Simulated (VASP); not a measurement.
# Ru (P6_3/mmc) in VASP: single point with PBEsol

Aim: the single point of Ru with PBEsol.

Program: VASP 6.6.1. These are calculated values, not measurements. Logs are shortened: lines on timing, memory, paths and dates and some standing lists are left out, and cuts for length are marked.

## (1) The cell of the first run

Symmetry: P6_3/mmc, No. 194, hexagonal system. The conventional cell has a = 3.379 Å, b = 3.379 Å, c = 5.576 Å, α = 90.00°, β = 90.00°, γ = 120.00°. Within 2.7 Å of Ru (site symmetry 3m) lie 4 Ru at 2.07 to 2.09 Å.

## (2) Single point, PBEsol

The input, INCAR:

```
  PREC = Accurate
  ENCUT = 560
  EDIFF = 1E-6
  ISMEAR = 0
  SIGMA = 0.1
  LREAL = F
  LASPH = T
  NELM = 120
  ALGO = Normal
  ISIF = 2
  LWAVE = F
  LCHARG = F
  GGA = PS
  NBANDS = 40
  GGA_COMPAT = F
```

The input, KPOINTS:

```
regular mesh
0
Gamma
  6 6 4
```

The input, POSCAR:

```
Ru
1.0
    3.3793162485      0.0000000000      0.0000000000
   -1.6896581242      2.9265737186      0.0000000000
    0.0000000000      0.0000000000      5.5758718100
Ru
4
Direct
    0.3333333333      0.6666666667      0.4375000000
    0.6666666667      0.3333333333      0.9375000000
    0.6666666667      0.3333333333      0.5625000000
    0.3333333333      0.6666666667      0.0625000000
```

Potentials or basis: VASP PAW PBE potentials, release 64 (Ru_sv).

Run with:

```sh
$ cat potpaw_PBE.64/Ru_sv/POTCAR > POTCAR
$ mpirun -np 1 vasp_std > vasp.out
```

OUTCAR:

```text
PREC = Accurate
   ENCUT = 560
   EDIFF = 1E-6
   ISMEAR = 0
   LREAL = F
   LASPH = T
   NELM = 120
   ISIF = 2
   GGA = PS

 ion  position               nearest neighbor table
   1  0.333  0.667  0.438-   3 2.07   3 2.07   3 2.07   4 2.09
   2  0.667  0.333  0.938-   4 2.07   4 2.07   4 2.07   3 2.09
   3  0.667  0.333  0.562-   1 2.07   1 2.07   1 2.07   2 2.09
   4  0.333  0.667  0.062-   2 2.07   2 2.07   2 2.07   1 2.09

  LATTYP: Found a hexagonal cell.
 ALAT       =     3.3793162485
 C/A-ratio  =     1.6500000000

  Lattice vectors:

 A1 = (   3.3793162485,   0.0000000000,   0.0000000000)
 A2 = (  -1.6896581242,   2.9265737186,   0.0000000000)
 A3 = (   0.0000000000,   0.0000000000,   5.5758718100)

Analysis of symmetry for initial positions (statically):
=====================================================================
 Subroutine PRICEL returns:
 Original cell was already a primitive cell.

 Routine SETGRP: Setting up the symmetry group for a
 hexagonal supercell.

 Subroutine GETGRP returns: Found 24 space group operations
 (whereof 12 operations were pure point group operations)
 out of a pool of 24 trial point group operations.

The static configuration has the point symmetry D_3d.
 The point group associated with its full space group is D_6h.

Analysis of symmetry for dynamics (positions and initial velocities):
=====================================================================
 Subroutine PRICEL returns:
 Original cell was already a primitive cell.

 Routine SETGRP: Setting up the symmetry group for a
 hexagonal supercell.

 Subroutine GETGRP returns: Found 24 space group operations
 (whereof 12 operations were pure point group operations)
 out of a pool of 24 trial point group operations.

The dynamic configuration has the point symmetry D_3d.
 The point group associated with its full space group is D_6h.

 Subroutine INISYM returns: Found 24 space group operations
 (whereof 12 operations are pure point group operations),
 and found     1 'primitive' translations

----------------------------------------------------------------------------------------

                                     Primitive cell

  volume of cell :      55.1444

  direct lattice vectors                    reciprocal lattice vectors
     3.379316248  0.000000000  0.000000000     0.295917850  0.170848251  0.000000000
    -1.689658124  2.926573719  0.000000000     0.000000000  0.341696501  0.000000000
     0.000000000  0.000000000  5.575871810     0.000000000  0.000000000  0.179344152

  length of vectors
     3.379316248  3.379316248  5.575871810     0.341696501  0.341696501  0.179344152

  position of ions in fractional coordinates (direct lattice)
     0.333333333  0.666666667  0.437500000
     0.666666667  0.333333333  0.937500000
     0.666666667  0.333333333  0.562500000
     0.333333333  0.666666667  0.062500000

  ion indices of the primitive-cell ions
   primitive index   ion index
                 1           1
                 2           2
                 3           3
                 4           4

----------------------------------------------------------------------------------------

 KPOINTS: regular mesh

Automatic generation of k-mesh.
 Grid dimensions read from file:
 generate k-points for:    6    6    4

 Generating k-lattice:

  Cartesian coordinates                     Fractional coordinates (reciprocal lattice)
     0.049319642  0.028474708  0.000000000     0.166666667  0.000000000  0.000000000
     0.000000000  0.056949417  0.000000000     0.000000000  0.166666667  0.000000000
     0.000000000  0.000000000  0.044836038     0.000000000  0.000000000  0.250000000

  Length of vectors
     0.056949417  0.056949417  0.044836038

  Shift w.r.t. Gamma in fractional coordinates (k-lattice)
     0.000000000  0.000000000  0.000000000

 Subroutine IBZKPT returns following result:
 ===========================================

 Found     21 irreducible k-points:

 Following reciprocal coordinates:
            Coordinates               Weight
  0.000000  0.000000  0.000000      1.000000
  0.166667  0.000000  0.000000      6.000000
  0.333333  0.000000  0.000000      6.000000
  0.500000  0.000000  0.000000      3.000000
  0.166667  0.166667  0.000000      6.000000
  0.333333  0.166667  0.000000     12.000000
[... 13 lines left out ...]
  0.333333  0.166667  0.500000     12.000000
  0.333333  0.333333  0.500000      2.000000
   k-points           NKPTS =     21   k-points in BZ     NKDIM =     21   number of bands    NBANDS=     40
   number of dos      NEDOS =    301   number of ions     NIONS =      4
   total plane-waves  NPLWV =  37632
   dimension x,y,z NGX =    28 NGY =   28 NGZ =   48
   dimension x,y,z NGXF=    56 NGYF=   56 NGZF=   96
   ions per type =               4
   NGX,Y,Z   is equivalent  to a cutoff of  13.77, 13.77, 14.31 a.u.
   NGXF,Y,Z  is equivalent  to a cutoff of  27.55, 27.55, 28.62 a.u.
 SYSTEM =  unknown system
   PREC   = accura    normal or accurate (medium, high low for compatibility)
   ISTART =      0    job   : 0-new  1-cont  2-samecut
   ICHARG =      2    charge: 1-file 2-atom 10-const
   ISPIN  =      1    spin polarized calculation?
   LNONCOLLINEAR =      F non collinear calculations
   LSORBIT =      F    spin-orbit coupling
   LASPH  =      T    aspherical Exc in radial PAW
   ENCUT  =  560.0 eV  41.16 Ry    6.42 a.u.   6.52  6.52 10.76*2*pi/ulx,y,z
   NELM   =    120;   NELMIN=  2; NELMDL= -5     # of ELM steps
   EDIFF  = 0.1E-05   stopping-criterion for ELM
   LREAL  =      F    real-space projection
   EDIFFG = 0.1E-04   stopping-criterion for IOM
   NSW    =      0    number of steps for IOM
   IBRION =     -1    ionic relax: 0-MD 1-quasi-New 2-CG
   NFREE  =      0    steps in history (QN), initial steepest desc. (CG)
   ISIF   =      2    stress and relaxation
   ISYM   =      2    0-nonsym 1-usesym 2-fastsym
   POTIM  = 0.5000    time-step for ionic-motion
   TEBEG  =    0.0;   TEEND  =   0.0 temperature during run
   PSTRESS=    0.0 pullay stress
   NELECT =      64.0000    total number of electrons
   NUPDOWN=      -1.0000    fix difference up-down
   EMIN   =  10.00;   EMAX   =-10.00  energy-range for DOS
   EFERMI =   0.00;   METHOD = LEGACY
   ISMEAR =     0;   SIGMA  =   0.10  broadening in eV -4-tet -1-fermi 0-gaus
   EFERMI_NEDOS =   21; number of points for ismear=-14 and -15
   IALGO  =     38    algorithm
   IMIX   =      4    mixing-type and parameters
     AMIX     =   0.40;   BMIX     =  1.00
     AMIX_MAG =   1.60;   BMIX_MAG =  1.00
  volume/ion in A,a.u.               =      13.79        93.03
  Fermi-wavevector in a.u.,A,eV,Ry     =   1.720420  3.251122 40.271132  2.959845
  Thomas-Fermi vector in A             =   2.796863
   LORBIT       =      0    0 simple, 1 ext, 2 COOP (PROOUT), +10 PAW based schemes
   GGA     = PS    functional components
   LHFCALC =     F    Hartree Fock is set to
   AEXX    =    0.0000 exact exchange contribution
   IVDW    =     0    specifies the selected vdW correction
   LEPSILON=     F    determine dielectric tensor
   LRPA    =     F    only Hartree local field effects (RPA)
 non-spin polarized calculation
 Gauss-broadening in eV      SIGMA  =   0.10
  energy-cutoff  :      560.00
  volume of cell :       55.14
 maximum number of plane-waves:      1696
 NGX is ok and might be reduce to    28
   NGX = 13   NGY = 13   NGZ = 21

 number of electron      63.9999999 magnetization

 Free energy of the ion-electron system (eV)
  ---------------------------------------------------
  ext. energy  EPLUGINS =         0.00000000
  ---------------------------------------------------
  free energy    TOTEN  =       -27.96869993 eV

  energy without entropy =      -27.95710722  energy(sigma->0) =      -27.96290357

 E-fermi :  15.1593     XC(G=0): -13.8502

 val. band max:       15.1324900534   @ k =   0.3333   0.0000   0.2500
 cond. band min:      15.1738764525   @ k =   0.3333   0.0000   0.0000
 fundamental gap:      0.0413863991
 Fermi energy:        15.1592800756

 k-point     1 :       0.0000    0.0000    0.0000
  band No.  band energies     occupation
      1     -59.1471      2.00000
      2     -58.7356      2.00000
      3     -57.7560      2.00000
      4     -57.2968      2.00000
      5     -29.9520      2.00000
      6     -29.9520      2.00000
[... 32 lines left out ...]
     39      20.1100      0.00000
     40      25.8409      0.00000

 k-point     2 :       0.1667    0.0000    0.0000
  band No.  band energies     occupation
      1     -59.0686      2.00000
      2     -58.6550      2.00000
      3     -57.8423      2.00000
      4     -57.3866      2.00000
      5     -30.1725      2.00000
      6     -30.0315      2.00000
[... 32 lines left out ...]
     39      20.2497      0.00000
     40      25.5182      0.00000

 k-point     3 :       0.3333    0.0000    0.0000
  band No.  band energies     occupation
      1     -58.8644      2.00000
      2     -58.4448      2.00000
      3     -58.0622      2.00000
      4     -57.6152      2.00000
      5     -30.3257      2.00000
      6     -30.1766      2.00000
[... 32 lines left out ...]
     39      20.2322      0.00000
     40      21.0134      0.00000

 k-point     4 :       0.5000    0.0000    0.0000
  band No.  band energies     occupation
      1     -58.6985      2.00000
      2     -58.2738      2.00000
      3     -58.2359      2.00000
      4     -57.7954      2.00000
      5     -30.3504      2.00000
      6     -30.2435      2.00000
[... 32 lines left out ...]
     39      19.8818      0.00000
     40      20.5663      0.00000
[... 643 lines left out ...]
     39      24.5700      0.00000
     40      24.5700      0.00000

 k-point    20 :       0.3333    0.1667    0.5000
  band No.  band energies     occupation
      1     -58.5698      2.00000
      2     -58.5698      2.00000
      3     -57.9320      2.00000
      4     -57.9320      2.00000
      5     -30.2024      2.00000
      6     -30.2024      2.00000
[... 32 lines left out ...]
     39      20.9674      0.00000
     40      20.9674      0.00000

 k-point    21 :       0.3333    0.3333    0.5000
  band No.  band energies     occupation
      1     -58.4682      2.00000
      2     -58.4682      2.00000
      3     -58.0379      2.00000
      4     -58.0379      2.00000
      5     -30.2852      2.00000
      6     -30.2852      2.00000
[... 32 lines left out ...]
     39      20.4410      0.00000
     40      20.4410      0.00000

------------------------ aborting loop because EDIFF is reached ----------------------------------------

  FORCE on cell =-STRESS in cart. coord.  units (eV):
  Direction    XX          YY          ZZ          XY          YZ          ZX
  --------------------------------------------------------------------------------------
  -------------------------------------------------------------------------------------
  Total       48.7901455     48.7901455     47.3318950      0.0000000      0.0000000     -0.0000000
  in kB     1417.5605242   1417.5605241   1375.1921655      0.0000000      0.0000000     -0.0000000
  external PRESSURE =    1403.4377379 kB  Pullay stress =       0.0000000 kB

 VOLUME and BASIS-vectors are now :
 -----------------------------------------------------------------------------
  energy-cutoff  :      560.00
  volume of cell :       55.14
      direct lattice vectors                 reciprocal lattice vectors
     3.379316248  0.000000000  0.000000000     0.295917850  0.170848251  0.000000000
    -1.689658124  2.926573719  0.000000000     0.000000000  0.341696501  0.000000000
     0.000000000  0.000000000  5.575871810     0.000000000  0.000000000  0.179344152

 POSITION                                       TOTAL-FORCE (eV/Angst)
 -----------------------------------------------------------------------------------
     -0.00000      1.95105      2.43944         0.000000      0.000000      0.104392
      1.68966      0.97552      5.22738         0.000000     -0.000000      0.104392
      1.68966      0.97552      3.13643        -0.000000     -0.000000     -0.104392
     -0.00000      1.95105      0.34849        -0.000000      0.000000     -0.104392
 -----------------------------------------------------------------------------------
    total drift:                               -0.000000     -0.000000     -0.000000

  FREE ENERGIE OF THE ION-ELECTRON SYSTEM (eV)
  ---------------------------------------------------
  free  energy   TOTEN  =       -27.9686999251 eV

  energy  without entropy=      -27.9571072203  energy(sigma->0) =      -27.96290357
```

Wall time 24 s (1 thread of AMD EPYC 9R45 (Zen 5), shared host); peak memory 0.16 GiB.

Results:

| Item | Value |
| --- | --- |
| Free energy | -27.9687 eV |
| Pressure | 140.3 GPa |
| Largest force | 0.104 eV/Å |
| Band gap on the k mesh | zero (bands 32 and 33 overlap by 0.88 eV) |

Forces on the atoms (eV/Å):
```
Ru   0.000  0.000  0.104
Ru   0.000  0.000  0.104
Ru   0.000  0.000 -0.104
Ru   0.000  0.000 -0.104
```

Stress tensor (GPa, compression positive):
```
141.76   0.00   0.00
  0.00 141.76   0.00
  0.00   0.00 137.52
```

Caveat: the cell stands under pressure; the PAW data sets were made with another functional, which shifts forces and pressure a little.

The gap in the log of VASP goes by the Fermi energy; the results here count the filled bands.